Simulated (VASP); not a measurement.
# CoO (I4/mmm) in VASP: a series of runs, part 2 of 2

VASP 6.6.1.

## Step 6: Single point, PBE+U

This run uses another cell than the first one, of 9.58 Å³/atom.

File INCAR:

```
PREC     = Accurate       # precision mode
ENCUT    = 520            # plane-wave cutoff, eV
EDIFF    = 1E-7           # SCF threshold, eV
ISMEAR   = 0              # smearing method
SIGMA    = 0.02           # smearing width, eV
LREAL    = False          # projectors in reciprocal space
LASPH    = True           # aspherical terms in the spheres
NELM     = 150            # most SCF steps
ALGO     = Normal         # electronic algorithm
ISIF     = 2              # what is computed and relaxed
LWAVE    = False          # write WAVECAR
LCHARG   = True           # write CHGCAR
LMAXMIX  = 4              # l up to which the mixer works
LDAU     = True           # DFT+U
LDAUTYPE = 2            
LDAUL    = 2 -1           # shell
LDAUU    = 3.32 0         # U, eV
LDAUJ    = 0 0          
LDAUPRINT= 1            
GGA      = PE             # functional
LELF     = True           # ELF
LVHAR    = True         
NBANDS   = 14             # bands
```

File KPOINTS:

```
regular mesh
0
Gamma
  12 12 12
```

File POSCAR:

```
CoO
1.0
   -1.5080001529      1.5080001529      2.1072499549
    1.5080001529     -1.5080001529      2.1072499549
    1.5080001529      1.5080001529     -2.1072499549
Co O
1 1
Direct
    0.0000000000      0.0000000000      0.0000000000
    0.5000000000      0.5000000000      0.0000000000
```

Potentials or basis: VASP PAW PBE potentials, release 64 (Co, O).

Launch:

```
$ cat potpaw_PBE.64/Co/POTCAR potpaw_PBE.64/O/POTCAR > POTCAR
$ mpirun -np 1 vasp_std > vasp.out
```

OUTCAR:

```text
PREC = Accurate
   ENCUT = 520
   EDIFF = 1E-7
   ISMEAR = 0
   LREAL = False
   LASPH = True
   NELM = 150
   ISIF = 2
   GGA = PE

 ion  position               nearest neighbor table
   1  0.000  0.000  0.000-   2 2.11   2 2.11   2 2.13   2 2.13   2 2.13   2 2.13
   2  0.500  0.500  0.000-   1 2.11   1 2.11   1 2.13   1 2.13   1 2.13   1 2.13

  LATTYP: Found a body centered tetragonal cell.
 ALAT       =     3.0160003058
 C/A-ratio  =     1.3973804650

  Lattice vectors:

 A1 = (  -1.5080001529,   1.5080001529,   2.1072499549)
[... 624 lines left out ...]
     10      14.0772      0.00000
     11      18.0848      0.00000
     12      20.4533      0.00000
     13      22.9900      0.00000
     14      27.0345      0.00000

 [... further k-points ...]
[... 5 lines left out ...]
  --------------------------------------------------------------------------------------
  -------------------------------------------------------------------------------------
  Total       -2.2567516     -2.2567516     -2.2520876      0.0000000      0.0000000     -0.0000000
  in kB     -188.6320651   -188.6320651   -188.2422223      0.0000000      0.0000000     -0.0000000
  external PRESSURE =    -188.5021175 kB  Pullay stress =       0.0000000 kB

 VOLUME and BASIS-vectors are now :
 -----------------------------------------------------------------------------
  energy-cutoff  :      520.00
  volume of cell :       19.17
      direct lattice vectors                 reciprocal lattice vectors
    -1.508000153  1.508000153  2.107249955     0.000000000  0.331564953  0.237276076
     1.508000153 -1.508000153  2.107249955     0.331564953  0.000000000  0.237276076
     1.508000153  1.508000153 -2.107249955     0.331564953  0.331564953  0.000000000

 POSITION                                       TOTAL-FORCE (eV/Angst)
 -----------------------------------------------------------------------------------
      0.00000      0.00000      0.00000         0.000000      0.000000      0.000000
      0.00000      0.00000      2.10725        -0.000000     -0.000000      0.000000
 -----------------------------------------------------------------------------------
    total drift:                               -0.000000      0.000000     -0.000000

  FREE ENERGIE OF THE ION-ELECTRON SYSTEM (eV)
  ---------------------------------------------------
  free  energy   TOTEN  =       -10.4781629534 eV

  energy  without entropy=      -10.4775521804  energy(sigma->0) =      -10.47785757
```

OSZICAR:

```text
N       E                     dE             d eps       ncg     rms          rms(c)
DAV:   1     0.822581508786E+02    0.82258E+02   -0.70519E+03  4636   0.123E+03
DAV:   2    -0.626574738465E+01   -0.88524E+02   -0.78074E+02  5134   0.254E+02
DAV:   3    -0.110720204813E+02   -0.48063E+01   -0.46579E+01  5038   0.672E+01
DAV:   4    -0.111274780596E+02   -0.55458E-01   -0.55391E-01  5194   0.708E+00
DAV:   5    -0.111290056265E+02   -0.15276E-02   -0.15275E-02  5324   0.122E+00    0.121E+01
DAV:   6    -0.113879556609E+02   -0.25895E+00   -0.13358E+01  4662   0.612E+01    0.129E+01
DAV:   7    -0.102079750184E+02    0.11800E+01   -0.79828E+00  4614   0.547E+01    0.480E+00
DAV:   8    -0.104231321485E+02   -0.21516E+00   -0.35270E-01  4766   0.118E+01    0.158E+00
DAV:   9    -0.104783877694E+02   -0.55256E-01   -0.71214E-02  6030   0.376E+00    0.368E-01
DAV:  10    -0.104780244749E+02    0.36329E-03   -0.10428E-02  5828   0.192E+00    0.152E-01
DAV:  11    -0.104782669736E+02   -0.24250E-03   -0.71728E-04  5158   0.444E-01    0.882E-02
DAV:  12    -0.104781570094E+02    0.10996E-03   -0.32155E-04  6250   0.342E-01    0.914E-03
DAV:  13    -0.104781639625E+02   -0.69532E-05   -0.48823E-05  5736   0.804E-02    0.133E-02
DAV:  14    -0.104781632448E+02    0.71776E-06   -0.18225E-06  6184   0.228E-02    0.711E-03
DAV:  15    -0.104781630367E+02    0.20805E-06   -0.19397E-06  5124   0.353E-02    0.175E-03
DAV:  16    -0.104781629534E+02    0.83298E-07   -0.30280E-07  4432   0.539E-03
   1 F= -.10478163E+02 E0= -.10477858E+02  d E =-.610773E-03
```

stdout:

```text
POSCAR found type information on POSCAR CoO
 POSCAR found :  2 types and       2 ions
 scaLAPACK will be used
 LDA part: xc-table for (Slater+PW92), standard interpolation
 POSCAR, INCAR and KPOINTS ok, starting setup
 FFT: planning ... GRIDC
 FFT: planning ... GRID_SOFT
 FFT: planning ... GRID
 WAVECAR not read
 entering main loop
```

Run time: 24 s. Hardware: 1 thread of Intel Xeon 6975P-C (Granite Rapids), shared host; peak memory 0.17 GiB.

What came out:

```yaml
Free_energy: -10.4782 eV
Pressure: -18.9 GPa
Band_gap_on_the_k_mesh: zero (an odd number of electrons rules out a gap without spin polarisation)
```

Eigenvalues of the final occupation matrices:
```csv
site,spin,trace,eigenvalues
site 1 d,1,3.69,0.39 0.42 0.96 0.96 0.96
site 1 d,2,3.69,0.39 0.42 0.96 0.96 0.96
```

Caveat: the cell stands under tension; an odd number of electrons without spin polarisation forces a metal; a magnetic or distorted state may lie lower; the run has no spin polarisation, though such a crystal can be magnetic; U without spin polarisation on a metal has little footing. Spin polarisation is off, so any magnetic state and its effect on volume and gap are missing.

## Step 7: Overview

```tsv
cell	gap on the mesh (eV)	pressure (GPa)
a = 2.783 Å, angles 119.6, 119.6, 90.7°, 2 atoms	none	31.4
a = 2.851 Å, angles 119.6, 119.6, 90.7°, 2 atoms	none	9.3
a = 2.916 Å, angles 119.6, 119.6, 90.7°, 2 atoms	none	-5.5
a = 2.958 Å, angles 119.6, 119.6, 90.7°, 2 atoms	none	-12.9
a = 2.998 Å, angles 119.6, 119.6, 90.7°, 2 atoms	none	-18.9
```

Alike in all rows: task single point; level PBE+U; potentials or basis VASP PAW PBE potentials, release 64 (Co, O); no spin polarisation; Co d U = 3.32 eV; k mesh 12 × 12 × 12; cutoff (eV) 520; smearing gaussian 0.02 eV.

Caveats: an odd number of electrons without spin polarisation forces a metal; a magnetic or distorted state may lie lower; the run has no spin polarisation, though such a crystal can be magnetic; U without spin polarisation on a metal has little footing; the cell stands under tension (at least some runs); the cell stands under pressure (at least some runs).

Total energies depend on the potentials used, so only differences within one code and one set of settings carry meaning.
